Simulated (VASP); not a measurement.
# KBr (Fm-3m) in VASP: a series of runs

Runs on KBr. Level: PBE. Tasks: single point.

Program: VASP 6.6.1. These are calculated values, not measurements. Logs are shortened: lines on timing, memory, paths and dates and some standing lists are left out, and cuts for length are marked.

## 1. The cell of the first run

The structure is cubic, space group Fm-3m (No. 225). Conventional cell: a = 6.600 Å, b = 6.600 Å, c = 6.600 Å, α = 90.00°, β = 90.00°, γ = 90.00°. Within 4.3 Å of Br (site symmetry m-3m) lie 6 K at 3.30 Å. Within 4.3 Å of K (site symmetry m-3m) lie 6 Br at 3.30 Å.

## 2. Single point, PBE

File INCAR:

```
PREC     = Accurate       # precision mode
ENCUT    = 520            # plane-wave cutoff, eV
EDIFF    = 1E-6           # SCF threshold, eV
ISMEAR   = -1             # smearing method
SIGMA    = 0.03           # smearing width, eV
LREAL    = F              # projectors in reciprocal space
LASPH    = T              # aspherical terms in the spheres
NELM     = 100            # most SCF steps
ALGO     = Normal         # electronic algorithm
ISIF     = 2              # what is computed and relaxed
LWAVE    = F              # write WAVECAR
LCHARG   = F              # write CHGCAR
GGA      = PE             # functional
NBANDS   = 15             # bands
```

File KPOINTS:

```
regular mesh
0
Gamma
  3 3 3
```

File POSCAR:

```
KBr
1.0
    0.0000000000      3.3000000000      3.3000000000
    3.3000000000      0.0000000000      3.3000000000
    3.3000000000      3.3000000000      0.0000000000
Br K
1 1
Direct
    0.5000000000      0.5000000000      0.5000000000
    0.0000000000      0.0000000000      0.0000000000
```

Potentials or basis: VASP PAW PBE potentials, release 64 (Br, K_sv).

The run is started by

```bash
$ cat potpaw_PBE.64/Br/POTCAR potpaw_PBE.64/K_sv/POTCAR > POTCAR
$ mpirun -np 1 vasp_std > vasp.out
```

OUTCAR:

```text
PREC = Accurate
   ENCUT = 520
   EDIFF = 1E-6
   ISMEAR = -1
   LREAL = F
   LASPH = T
   NELM = 100
   ISIF = 2
   GGA = PE

 ion  position               nearest neighbor table
   1  0.500  0.500  0.500-   2 3.30   2 3.30   2 3.30   2 3.30   2 3.30   2 3.30
   2  0.000  0.000  0.000-   1 3.30   1 3.30   1 3.30   1 3.30   1 3.30   1 3.30

  LATTYP: Found a face centered cubic cell.
 ALAT       =     6.6000000000

  Lattice vectors:

 A1 = (   0.0000000000,   3.3000000000,   3.3000000000)
 A2 = (   3.3000000000,   0.0000000000,   3.3000000000)
 A3 = (   3.3000000000,   3.3000000000,   0.0000000000)

Analysis of symmetry for initial positions (statically):
=====================================================================
 Subroutine PRICEL returns:
 Original cell was already a primitive cell.

 Routine SETGRP: Setting up the symmetry group for a
 face centered cubic supercell.

 Subroutine GETGRP returns: Found 48 space group operations
 (whereof 48 operations were pure point group operations)
 out of a pool of 48 trial point group operations.

The static configuration has the point symmetry O_h .

Analysis of symmetry for dynamics (positions and initial velocities):
=====================================================================
 Subroutine PRICEL returns:
 Original cell was already a primitive cell.

 Routine SETGRP: Setting up the symmetry group for a
 face centered cubic supercell.

 Subroutine GETGRP returns: Found 48 space group operations
 (whereof 48 operations were pure point group operations)
 out of a pool of 48 trial point group operations.

The dynamic configuration has the point symmetry O_h .

 Subroutine INISYM returns: Found 48 space group operations
 (whereof 48 operations are pure point group operations),
 and found     1 'primitive' translations

----------------------------------------------------------------------------------------

                                     Primitive cell

  volume of cell :      71.8740

  direct lattice vectors                    reciprocal lattice vectors
     0.000000000  3.300000000  3.300000000    -0.151515152  0.151515152  0.151515152
     3.300000000  0.000000000  3.300000000     0.151515152 -0.151515152  0.151515152
     3.300000000  3.300000000  0.000000000     0.151515152  0.151515152 -0.151515152

  length of vectors
     4.666904756  4.666904756  4.666904756     0.262431941  0.262431941  0.262431941

  position of ions in fractional coordinates (direct lattice)
     0.500000000  0.500000000  0.500000000
     0.000000000  0.000000000  0.000000000

  ion indices of the primitive-cell ions
   primitive index   ion index
                 1           1
                 2           2

----------------------------------------------------------------------------------------

 KPOINTS: regular mesh

Automatic generation of k-mesh.
 Grid dimensions read from file:
 generate k-points for:    3    3    3

 Generating k-lattice:

  Cartesian coordinates                     Fractional coordinates (reciprocal lattice)
    -0.050505051  0.050505051  0.050505051     0.333333333  0.000000000  0.000000000
     0.050505051 -0.050505051  0.050505051     0.000000000  0.333333333  0.000000000
     0.050505051  0.050505051 -0.050505051     0.000000000  0.000000000  0.333333333

  Length of vectors
     0.087477314  0.087477314  0.087477314

  Shift w.r.t. Gamma in fractional coordinates (k-lattice)
     0.000000000  0.000000000  0.000000000

 Subroutine IBZKPT returns following result:
 ===========================================

 Found      4 irreducible k-points:

 Following reciprocal coordinates:
            Coordinates               Weight
  0.000000  0.000000  0.000000      1.000000
  0.333333  0.000000  0.000000      8.000000
  0.333333  0.333333  0.000000      6.000000
 -0.333333  0.333333  0.000000     12.000000
   k-points           NKPTS =      4   k-points in BZ     NKDIM =      4   number of bands    NBANDS=     15
   number of dos      NEDOS =    301   number of ions     NIONS =      2
   total plane-waves  NPLWV =  46656
   dimension x,y,z NGX =    36 NGY =   36 NGZ =   36
   dimension x,y,z NGXF=    72 NGYF=   72 NGZF=   72
   ions per type =               1   1
   NGX,Y,Z   is equivalent  to a cutoff of  12.82, 12.82, 12.82 a.u.
   NGXF,Y,Z  is equivalent  to a cutoff of  25.65, 25.65, 25.65 a.u.
 SYSTEM =  unknown system
   PREC   = accura    normal or accurate (medium, high low for compatibility)
   ISTART =      0    job   : 0-new  1-cont  2-samecut
   ICHARG =      2    charge: 1-file 2-atom 10-const
   ISPIN  =      1    spin polarized calculation?
   LNONCOLLINEAR =      F non collinear calculations
   LSORBIT =      F    spin-orbit coupling
   LASPH  =      T    aspherical Exc in radial PAW
   ENCUT  =  520.0 eV  38.22 Ry    6.18 a.u.   8.68  8.68  8.68*2*pi/ulx,y,z
   NELM   =    100;   NELMIN=  2; NELMDL= -5     # of ELM steps
   EDIFF  = 0.1E-05   stopping-criterion for ELM
   LREAL  =      F    real-space projection
   EDIFFG = 0.1E-04   stopping-criterion for IOM
   NSW    =      0    number of steps for IOM
   IBRION =     -1    ionic relax: 0-MD 1-quasi-New 2-CG
   NFREE  =      0    steps in history (QN), initial steepest desc. (CG)
   ISIF   =      2    stress and relaxation
   ISYM   =      2    0-nonsym 1-usesym 2-fastsym
   POTIM  = 0.5000    time-step for ionic-motion
   TEBEG  =    0.0;   TEEND  =   0.0 temperature during run
   PSTRESS=    0.0 pullay stress
   NELECT =      16.0000    total number of electrons
   NUPDOWN=      -1.0000    fix difference up-down
   EMIN   =  10.00;   EMAX   =-10.00  energy-range for DOS
   EFERMI =   0.00;   METHOD = LEGACY
   ISMEAR =    -1;   SIGMA  =   0.03  broadening in eV -4-tet -1-fermi 0-gaus
   EFERMI_NEDOS =   21; number of points for ismear=-14 and -15
   IALGO  =     38    algorithm
   IMIX   =      4    mixing-type and parameters
     AMIX     =   0.40;   BMIX     =  1.00
     AMIX_MAG =   1.60;   BMIX_MAG =  1.00
  volume/ion in A,a.u.               =      35.94       242.51
  Fermi-wavevector in a.u.,A,eV,Ry     =   0.992181  1.874950 13.393889  0.984423
  Thomas-Fermi vector in A             =   2.123975
   LORBIT       =      0    0 simple, 1 ext, 2 COOP (PROOUT), +10 PAW based schemes
   GGA     = PE    functional components
   LHFCALC =     F    Hartree Fock is set to
   AEXX    =    0.0000 exact exchange contribution
   IVDW    =     0    specifies the selected vdW correction
   LEPSILON=     F    determine dielectric tensor
   LRPA    =     F    only Hartree local field effects (RPA)
 non-spin polarized calculation
  energy-cutoff  :      520.00
  volume of cell :       71.87
 maximum number of plane-waves:      1948
 NGX is ok and might be reduce to    36
   NGX = 17   NGY = 17   NGZ = 17

 number of electron      15.9999997 magnetization

 Free energy of the ion-electron system (eV)
  ---------------------------------------------------
  ext. energy  EPLUGINS =         0.00000000
  ---------------------------------------------------
  free energy    TOTEN  =        -6.20961638 eV

  energy without entropy =       -6.20961638  energy(sigma->0) =       -6.20961638

 E-fermi :  -1.0160     XC(G=0):  -7.3680

 val. band max:       -1.7341188619   @ k =   0.0000   0.0000   0.0000
 cond. band min:       2.6967686402   @ k =   0.0000   0.0000   0.0000
 fundamental gap:      4.4308875022
 Fermi energy:        -1.0160260130

 k-point     1 :       0.0000    0.0000    0.0000
  band No.  band energies     occupation
      1     -29.5239      2.00000
      2     -14.0247      2.00000
      3     -13.0011      2.00000
      4     -13.0011      2.00000
      5     -13.0011      2.00000
      6      -1.7341      2.00000
      7      -1.7341      2.00000
      8      -1.7341      2.00000
      9       2.6968      0.00000
     10       5.8649      0.00000
     11       5.8649      0.00000
     12       5.8649      0.00000
     13       6.6873      0.00000
     14       6.6873      0.00000
     15       9.8666      0.00000

 k-point     2 :       0.3333    0.0000    0.0000
  band No.  band energies     occupation
      1     -29.5197      2.00000
      2     -14.1654      2.00000
      3     -13.0053      2.00000
      4     -13.0053      2.00000
      5     -12.8070      2.00000
      6      -2.6734      2.00000
      7      -1.9889      2.00000
      8      -1.9889      2.00000
      9       4.4619      0.00000
     10       5.9817      0.00000
     11       7.0572      0.00000
     12       7.0572      0.00000
     13       7.9474      0.00000
     14       7.9474      0.00000
     15       9.7583      0.00000

 k-point     3 :       0.3333    0.3333    0.0000
  band No.  band energies     occupation
      1     -29.5185      2.00000
      2     -14.0302      2.00000
      3     -13.0279      2.00000
      4     -13.0279      2.00000
      5     -12.9627      2.00000
      6      -2.5542      2.00000
      7      -1.9624      2.00000
      8      -1.9624      2.00000
      9       4.4323      0.00000
     10       4.8131      0.00000
     11       7.3496      0.00000
     12       7.8610      0.00000
     13       8.1996      0.00000
     14       8.1996      0.00000
     15       9.0904      0.00000

 k-point     4 :      -0.3333    0.3333    0.0000
  band No.  band energies     occupation
      1     -29.5171      2.00000
      2     -14.0758      2.00000
      3     -13.0651      2.00000
      4     -13.0189      2.00000
      5     -12.8745      2.00000
      6      -2.5294      2.00000
      7      -2.3454      2.00000
      8      -2.0792      2.00000
      9       5.2329      0.00000
     10       6.3209      0.00000
     11       6.8052      0.00000
     12       7.3809      0.00000
     13       8.0582      0.00000
     14       8.6985      0.00000
     15       9.6846      0.00000

------------------------ aborting loop because EDIFF is reached ----------------------------------------

  FORCE on cell =-STRESS in cart. coord.  units (eV):
  Direction    XX          YY          ZZ          XY          YZ          ZX
  --------------------------------------------------------------------------------------
  -------------------------------------------------------------------------------------
  Total        0.3554557      0.3554557      0.3554557      0.0000000     -0.0000000      0.0000000
  in kB        7.9236317      7.9236317      7.9236317      0.0000000     -0.0000000      0.0000000
  external PRESSURE =       7.9236317 kB  Pullay stress =       0.0000000 kB

 VOLUME and BASIS-vectors are now :
 -----------------------------------------------------------------------------
  energy-cutoff  :      520.00
  volume of cell :       71.87
      direct lattice vectors                 reciprocal lattice vectors
     0.000000000  3.300000000  3.300000000    -0.151515152  0.151515152  0.151515152
     3.300000000  0.000000000  3.300000000     0.151515152 -0.151515152  0.151515152
     3.300000000  3.300000000  0.000000000     0.151515152  0.151515152 -0.151515152

 POSITION                                       TOTAL-FORCE (eV/Angst)
 -----------------------------------------------------------------------------------
      3.30000      3.30000      3.30000         0.000000     -0.000000      0.000000
      0.00000      0.00000      0.00000        -0.000000      0.000000     -0.000000
 -----------------------------------------------------------------------------------
    total drift:                                0.000000      0.000000      0.000000

  FREE ENERGIE OF THE ION-ELECTRON SYSTEM (eV)
  ---------------------------------------------------
  free  energy   TOTEN  =        -6.2096163812 eV

  energy  without entropy=       -6.2096163812  energy(sigma->0) =       -6.20961638
```

Run time: 13 s. Hardware: 1 thread of Intel Xeon 8259CL, shared host; peak memory 0.2 GiB.

Results:

```yaml
Free_energy: -6.2096 eV
Pressure: 0.8 GPa
Band_gap_on_the_k_mesh: 4.43 eV
```

Caveat: the k points lie up to 0.55 Å⁻¹ apart.

## 3. Single point, PBE

File INCAR:

```
SYSTEM = KBr
PREC     = Accurate       ! precision mode
ENCUT    = 520            ! plane-wave cutoff, eV
EDIFF    = 1E-6           ! SCF threshold, eV
ISMEAR   = 0              ! smearing method
SIGMA    = 0.022          ! smearing width, eV
LREAL    = .FALSE.        ! projectors in reciprocal space
LASPH    = .TRUE.         ! aspherical terms in the spheres
NELM     = 80             ! most SCF steps
ALGO     = Normal         ! electronic algorithm
ISIF     = 2              ! what is computed and relaxed
LWAVE    = .FALSE.        ! write WAVECAR
LCHARG   = .TRUE.         ! write CHGCAR
GGA      = PE             ! functional
LELF     = .TRUE.         ! ELF
LVHAR    = .TRUE.       
NBANDS   = 15             ! bands
```

File KPOINTS:

```
regular mesh
0
G
  7 7 7
  0 0 0
```

POSCAR is that of step 2.

Potentials or basis: VASP PAW PBE potentials, release 64 (Br, K_sv).

The run is started by

```bash
$ cat potpaw_PBE.64/Br/POTCAR potpaw_PBE.64/K_sv/POTCAR > POTCAR
$ mpirun -np 1 vasp_std > vasp.out
```

Run time: 39 s. Hardware: 1 thread of Intel Xeon 8259CL, shared host; peak memory 0.21 GiB.

Results (log left out):

```yaml
Free_energy: -6.2151 eV
Pressure: 0.8 GPa
Band_gap_on_the_k_mesh: 4.43 eV
```

Levels at points of the mesh, in eV from the valence-band top:
```tsv
k point	band 4	band 5	band 6	band 7	band 8	band 9	band 10	band 11	band 12	band 13
(0.00, 0.00, 0.00)	-11.26	-11.26	0.00	0.00	0.00	4.43	7.60	7.60	7.60	8.43
```

Caveat: an odd mesh through Γ misses points on the zone boundary, where band edges can lie. PBE gaps usually lie below the measured ones, often by a third to a half.
